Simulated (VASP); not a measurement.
Wanted: the native input for a VASP 6.6.1 run.

- Task: single point
- Functional: LDA
- Potentials or basis: VASP PAW LDA potentials, release 64 (Sn_d)
- Cutoff: 500 eV
- k mesh: 6 × 6 × 6
- Occupations: fermi-dirac, width 0.1 eV
- Spin: no spin polarisation
- Dipole correction: no
- Further INCAR settings: ALGO = Normal; EDIFF = 1e-06; NBANDS = 21

The structure of Sn lies in POSCAR:

```
Sn
1.0
    0.0000000000      3.1277770921      3.1277770921
    3.1277770921      0.0000000000      3.1277770921
    3.1277770921      3.1277770921      0.0000000000
Sn
2
Direct
    0.5000000000      0.5000000000      0.5000000000
    0.7500000000      0.7500000000      0.7500000000
```

This isn't the form of Sn at room conditions, which is tetragonal (white tin).

These files were run (other wordings do the same):

INCAR

```
SYSTEM = Sn
PREC = Accurate
ENCUT = 500
EDIFF = 1E-6
ISMEAR = -1
SIGMA = 0.1
LREAL = .False.
LASPH = .True.
NELM = 120
ALGO = Normal
ISIF = 2
LWAVE = .False.
LCHARG = .True.
LELF = .True.
LVHAR = .True.
NBANDS = 21
GGA_COMPAT = .False.
```

KPOINTS

```
Automatic mesh
0
Gamma
  6 6 6
  0 0 0
```

Potentials or basis: VASP PAW LDA potentials, release 64 (Sn_d).

Run with:

```console
$ cat potpaw_LDA.64/Sn_d/POTCAR > POTCAR
$ mpirun -np 1 vasp_std > vasp.out
```

Results of the run:

| Property | Result |
| --- | --- |
| Pressure | 6.1 GPa |
| Band gap on the k mesh | zero (filled and empty bands touch) |

Caveat: the cell stands under pressure; spin-orbit coupling is left out, which moves the levels of the heavy elements.

Run time: 23 s on 1 thread of Intel Xeon 8259CL (shared host), peak memory 0.15 GiB.
